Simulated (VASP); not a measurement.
# LiBPt (P4/mmm) in VASP: a series of runs, part 2 of 2

VASP 6.6.1. Earlier steps stand in the parts before.

## Step 4: Relaxation of cell and atoms, PBE

This run uses another cell than the first one, of 17.01 Å³/atom.

INCAR

```
SYSTEM = LiBPt
PREC = Accurate ; ENCUT = 600
EDIFF = 1E-7 ; ISMEAR = 0
SIGMA = 0.1 ; LREAL = .FALSE.
LASPH = .TRUE. ; NELM = 60
ALGO = Fast ; ISIF = 3
LWAVE = .FALSE. ; LCHARG = .FALSE.
GGA = PE ; IBRION = 2
NSW = 100 ; EDIFFG = -0.01
```

KPOINTS

```
Automatic mesh
0
G
  14 14 12
  0 0 0
```

POSCAR

```
LiBPt
1.0
    3.5655796327      0.0000000000      0.0000000000
    0.0000000000      3.5655796327      0.0000000000
    0.0000000000      0.0000000000      4.0145715374
Li B Pt
1 1 1
Direct
    0.0000000000      0.0000000000      0.0000000000
    0.5000000000      0.5000000000      0.5000000000
    0.5000000000      0.5000000000      0.0000000000
```

Potentials or basis: VASP PAW PBE potentials, release 64 (Li_sv, B, Pt).

Launch:

```console
$ cat potpaw_PBE.64/Li_sv/POTCAR potpaw_PBE.64/B/POTCAR potpaw_PBE.64/Pt/POTCAR > POTCAR
$ mpirun -np 1 vasp_std > vasp.out
```

OUTCAR:

```text
SYSTEM = LiBPt
   PREC = Accurate
   ENCUT = 600
   EDIFF = 1E-7
   ISMEAR = 0
   LREAL = .FALSE.
   LASPH = .TRUE.
   NELM = 60
   ISIF = 3
   GGA = PE
   IBRION = 2
   NSW = 100
   EDIFFG = -0.01

 ion  position               nearest neighbor table
   1  0.000  0.000  0.000-   3 2.52   3 2.52   3 2.52   3 2.52
   2  0.500  0.500  0.500-   3 2.01   3 2.01
   3  0.500  0.500  0.000-   2 2.01   2 2.01   1 2.52   1 2.52   1 2.52   1 2.52

  LATTYP: Found a simple tetragonal cell.
 ALAT       =     3.5655796327
 C/A-ratio  =     1.1259239593

  Lattice vectors:

 A1 = (   3.5655796327,   0.0000000000,   0.0000000000)
 A2 = (   0.0000000000,   3.5655796327,   0.0000000000)
 A3 = (   0.0000000000,   0.0000000000,   4.0145715374)

Analysis of symmetry for initial positions (statically):
=====================================================================
 Subroutine PRICEL returns:
 Original cell was already a primitive cell.

 Routine SETGRP: Setting up the symmetry group for a
 simple tetragonal supercell.

 Subroutine GETGRP returns: Found 16 space group operations
 (whereof 16 operations were pure point group operations)
 out of a pool of 16 trial point group operations.

The static configuration has the point symmetry D_4h.

Analysis of symmetry for dynamics (positions and initial velocities):
=====================================================================
 Subroutine PRICEL returns:
 Original cell was already a primitive cell.

 Routine SETGRP: Setting up the symmetry group for a
 simple tetragonal supercell.

 Subroutine GETGRP returns: Found 16 space group operations
 (whereof 16 operations were pure point group operations)
 out of a pool of 16 trial point group operations.

The dynamic configuration has the point symmetry D_4h.

 Subroutine INISYM returns: Found 16 space group operations
 (whereof 16 operations are pure point group operations),
 and found     1 'primitive' translations

----------------------------------------------------------------------------------------

                                     Primitive cell

  volume of cell :      51.0387

  direct lattice vectors                    reciprocal lattice vectors
     3.565579633  0.000000000  0.000000000     0.280459309  0.000000000  0.000000000
     0.000000000  3.565579633  0.000000000     0.000000000  0.280459309  0.000000000
     0.000000000  0.000000000  4.014571537     0.000000000  0.000000000  0.249092585

  length of vectors
     3.565579633  3.565579633  4.014571537     0.280459309  0.280459309  0.249092585

  position of ions in fractional coordinates (direct lattice)
     0.000000000  0.000000000  0.000000000
     0.500000000  0.500000000  0.500000000
     0.500000000  0.500000000  0.000000000

  ion indices of the primitive-cell ions
   primitive index   ion index
                 1           1
                 2           2
                 3           3

----------------------------------------------------------------------------------------

 KPOINTS: Automatic mesh

Automatic generation of k-mesh.
 Grid dimensions read from file:
 generate k-points for:   14   14   12

 Generating k-lattice:

  Cartesian coordinates                     Fractional coordinates (reciprocal lattice)
[... 54 lines left out ...]
   ISPIN  =      1    spin polarized calculation?
   LNONCOLLINEAR =      F non collinear calculations
   LSORBIT =      F    spin-orbit coupling
   LASPH  =      T    aspherical Exc in radial PAW
   ENCUT  =  600.0 eV  44.10 Ry    6.64 a.u.   7.12  7.12  8.02*2*pi/ulx,y,z
   NELM   =     60;   NELMIN=  2; NELMDL= -5     # of ELM steps
   EDIFF  = 0.1E-06   stopping-criterion for ELM
   LREAL  =      F    real-space projection
   EDIFFG = -.1E-01   stopping-criterion for IOM
   NSW    =    100    number of steps for IOM
   IBRION =      2    ionic relax: 0-MD 1-quasi-New 2-CG
   NFREE  =      1    steps in history (QN), initial steepest desc. (CG)
   ISIF   =      3    stress and relaxation
   ISYM   =      2    0-nonsym 1-usesym 2-fastsym
   POTIM  = 0.5000    time-step for ionic-motion
   TEBEG  =    0.0;   TEEND  =   0.0 temperature during run
   PSTRESS=    0.0 pullay stress
   NELECT =      16.0000    total number of electrons
   NUPDOWN=      -1.0000    fix difference up-down
   EMIN   =  10.00;   EMAX   =-10.00  energy-range for DOS
   EFERMI =   0.00;   METHOD = LEGACY
   ISMEAR =     0;   SIGMA  =   0.10  broadening in eV -4-tet -1-fermi 0-gaus
   EFERMI_NEDOS =   21; number of points for ismear=-14 and -15
   IALGO  =     68    algorithm
   IMIX   =      4    mixing-type and parameters
     AMIX     =   0.40;   BMIX     =  1.00
     AMIX_MAG =   1.60;   BMIX_MAG =  1.00
  volume/ion in A,a.u.               =      17.01       114.81
  Fermi-wavevector in a.u.,A,eV,Ry     =   1.112111  2.101586 16.827577  1.236792
  Thomas-Fermi vector in A             =   2.248682
   LORBIT       =      0    0 simple, 1 ext, 2 COOP (PROOUT), +10 PAW based schemes
   GGA     = PE    functional components
   LHFCALC =     F    Hartree Fock is set to
   AEXX    =    0.0000 exact exchange contribution
   IVDW    =     0    specifies the selected vdW correction
   LEPSILON=     F    determine dielectric tensor
   LRPA    =     F    only Hartree local field effects (RPA)
 conjugate gradient relaxation of ions
 non-spin polarized calculation
 RMM-DIIS sequential band-by-band and
 Gauss-broadening in eV      SIGMA  =   0.10
  energy-cutoff  :      600.00
  volume of cell :       51.04
 maximum number of plane-waves:      1728
   NGX = 15   NGY = 15   NGZ = 17

--------------------------------------- Ionic step        1  -------------------------------------------

 number of electron      16.0000006 magnetization

 Free energy of the ion-electron system (eV)
  ---------------------------------------------------
  ext. energy  EPLUGINS =         0.00000000
  ---------------------------------------------------
  free energy    TOTEN  =       -13.94843974 eV

  energy without entropy =      -13.94379833  energy(sigma->0) =      -13.94611904

------------------------ aborting loop because EDIFF is reached ----------------------------------------

  FORCE on cell =-STRESS in cart. coord.  units (eV):
  Direction    XX          YY          ZZ          XY          YZ          ZX
  --------------------------------------------------------------------------------------
  -------------------------------------------------------------------------------------
  Total       -0.1168575     -0.1168575     -0.0836404      0.0000000      0.0000000     -0.0000000
  in kB       -3.6683241     -3.6683241     -2.6255928      0.0000000      0.0000000     -0.0000000
  external PRESSURE =      -3.3207470 kB  Pullay stress =       0.0000000 kB
[... 98 lines left out ...]
--------------------------------------- Ionic step        4  -------------------------------------------

 number of electron      16.0000009 magnetization

 Free energy of the ion-electron system (eV)
  ---------------------------------------------------
  ext. energy  EPLUGINS =         0.00000000
  ---------------------------------------------------
  free energy    TOTEN  =       -13.94891489 eV

  energy without entropy =      -13.94427084  energy(sigma->0) =      -13.94659287

 E-fermi :   3.0737     XC(G=0):  -9.3564

 val. band max:        3.0659001372   @ k =   0.0714   0.0000   0.0000
 cond. band min:       3.0796839555   @ k =   0.4286   0.4286   0.0000
 fundamental gap:      0.0137838183
 Fermi energy:         3.0736590543

 k-point     1 :       0.0000    0.0000    0.0000
  band No.  band energies     occupation
      1     -42.0633      2.00000
      2      -5.6298      2.00000
      3      -0.9677      2.00000
      4       0.0998      2.00000
      5       0.6952      2.00000
      6       0.6952      2.00000
      7       1.2914      2.00000
      8       3.0208      1.54536
      9       4.8599      0.00000
     10       4.8599      0.00000
     11       8.7868      0.00000
     12      11.4769      0.00000
[... 331 lines left out ...]
 k-point    24 :       0.3571    0.2143    0.0000
  band No.  band energies     occupation
      1     -42.0614      2.00000
      2      -4.9797      2.00000
      3      -0.1081      2.00000
      4       0.2315      2.00000
      5       0.4853      2.00000
      6       0.5185      2.00000
      7       0.8739      2.00000
      8       2.8027      1.99987
      9       3.8783      0.00000
     10       4.3635      0.00000
     11       8.9941      0.00000
     12       9.8642      0.00000

 [... further k-points ...]

------------------------ aborting loop because EDIFF is reached ----------------------------------------

  FORCE on cell =-STRESS in cart. coord.  units (eV):
  Direction    XX          YY          ZZ          XY          YZ          ZX
  --------------------------------------------------------------------------------------
  -------------------------------------------------------------------------------------
  Total       -0.0065376     -0.0065376      0.0243387      0.0000000      0.0000000     -0.0000000
  in kB       -0.2068515     -0.2068515      0.7700852      0.0000000      0.0000000     -0.0000000
  external PRESSURE =       0.1187941 kB  Pullay stress =       0.0000000 kB
[... 18 lines left out ...]
  FREE ENERGIE OF THE ION-ELECTRON SYSTEM (eV)
  ---------------------------------------------------
  free  energy   TOTEN  =       -13.9489148921 eV

  energy  without entropy=      -13.9442708407  energy(sigma->0) =      -13.94659287

 reached required accuracy - stopping structural energy minimisation
```

OSZICAR:

```text
N       E                     dE             d eps       ncg     rms          rms(c)
DAV:   1     0.683062180094E+02    0.68306E+02   -0.72343E+03  6048   0.136E+03
DAV:   2    -0.108869047868E+02   -0.79193E+02   -0.71422E+02  7280   0.230E+02
DAV:   3    -0.144040260956E+02   -0.35171E+01   -0.34197E+01  8656   0.441E+01
[... 45 lines left out ...]
RMM:   6    -0.139489138718E+02   -0.79539E-06   -0.19481E-05  7739   0.270E-02    0.166E-03
RMM:   7    -0.139489145224E+02   -0.65061E-06   -0.58437E-06  7273   0.147E-02    0.135E-03
RMM:   8    -0.139489147528E+02   -0.23037E-06   -0.21737E-06  6506   0.859E-03    0.794E-04
RMM:   9    -0.139489148532E+02   -0.10040E-06   -0.73746E-07  5509   0.566E-03    0.221E-04
RMM:  10    -0.139489148921E+02   -0.38919E-07   -0.32695E-07  4810   0.430E-03
   4 F= -.13948915E+02 E0= -.13946593E+02  d E =-.175278E-03
```

Run time: 3.2 min. Hardware: 1 thread of Intel Xeon 6975P-C (Granite Rapids), shared host; peak memory 0.35 GiB.

What came out:

```yaml
Free_energy: -13.9489 eV
Relaxed_volume: 16.88 Å³/atom
Relaxed_cell: a = 3.552 Å, b = 3.552 Å, c = 4.013 Å, α = 90.00°, β = 90.00°, γ = 90.00°
Space_group_after_relaxing_to_0.1_Å: P4/mmm (No. 123)
Energy_gained_by_relaxing: 0.2 meV/atom
Ionic_steps: 4
Pressure_after_relaxing: 0.0 GPa
Band_gap_on_the_k_mesh: zero (bands 8 and 9 overlap by 1.11 eV)
```

Stress tensor (GPa, compression positive):
```
-0.02  0.00  0.00
 0.00 -0.02  0.00
 0.00  0.00  0.08
```

Step by step:
```csv
step,energy change (eV),largest force (eV/Å),pressure (GPa),volume (Å³)
1,0.0000,0.0000,-0.33,51.04
2,-0.0003,0.0000,0.02,50.78
3,-0.0003,0.0000,0.05,50.76
4,-0.0005,0.0000,0.01,50.64
```

Final structure:
```xyz
3
Lattice="3.5524 0.0000 0.0000 0.0000 3.5524 0.0000 0.0000 0.0000 4.0125" Properties=species:S:1:pos:R:3 pbc="T T T"
Li    0.0000    0.0000    0.0000
B     1.7762    1.7762    2.0063
Pt    1.7762    1.7762    0.0000
```

Levels at points of the mesh, in eV from the Fermi level:
| k point | band 6 | band 7 | band 8 | band 9 | band 10 | band 11 |
| --- | --- | --- | --- | --- | --- | --- |
| (0.00, 0.00, 0.00) | -2.38 | -1.78 | -0.05 | 1.79 | 1.79 | 5.71 |
| (0.50, 0.00, 0.00) | -2.32 | -2.06 | -0.97 | 0.70 | 2.43 | 5.69 |
| (0.50, 0.50, 0.00) | -1.28 | -1.28 | -1.12 | -0.33 | 1.20 | 5.50 |
| (0.00, 0.00, 0.50) | -3.32 | -2.89 | -1.76 | 5.04 | 5.04 | 5.79 |
| (0.50, 0.00, 0.50) | -3.20 | -2.43 | -0.68 | 1.65 | 2.59 | 5.32 |
| (0.50, 0.50, 0.50) | -2.76 | -1.10 | 0.57 | 1.95 | 1.95 | 3.48 |

Caveat: the cutoff is under 1.25 times the usual one of these potentials, so pressure, stress and relaxed cells hold a basis-set (Pulay) error; spin-orbit coupling is left out, which moves the levels of the heavy elements.

## Step 5: Overview

```csv
task,cell,k mesh,cutoff (eV),gap on the mesh (eV),pressure (GPa),relaxed volume (Å³/atom)
relaxation of cell and atoms,"relaxed from a = 3.096, b = 3.096, c = 3.265 Å, 3 atoms",6 × 6 × 6,600,none,0.0,16.79
single point,"a = 3.558, b = 3.558, c = 4.011 Å, 3 atoms",14 × 14 × 12,520,none,-,-
relaxation of cell and atoms,"relaxed from a = 3.566, b = 3.566, c = 4.015 Å, 3 atoms",14 × 14 × 12,600,none,0.0,16.88
```

Alike in all rows: level PBE; potentials or basis VASP PAW PBE potentials, release 64 (Li_sv, B, Pt); no spin polarisation; smearing gaussian 0.1 eV.

Caveats: the cutoff is under 1.25 times the usual one of these potentials, so pressure, stress and relaxed cells hold a basis-set (Pulay) error; spin-orbit coupling is left out, which moves the levels of the heavy elements; the volume moved by over 15 % at a fixed basis, so the end points are rough (at least some runs).

Absolute energies hang on the potentials; compare differences alone.
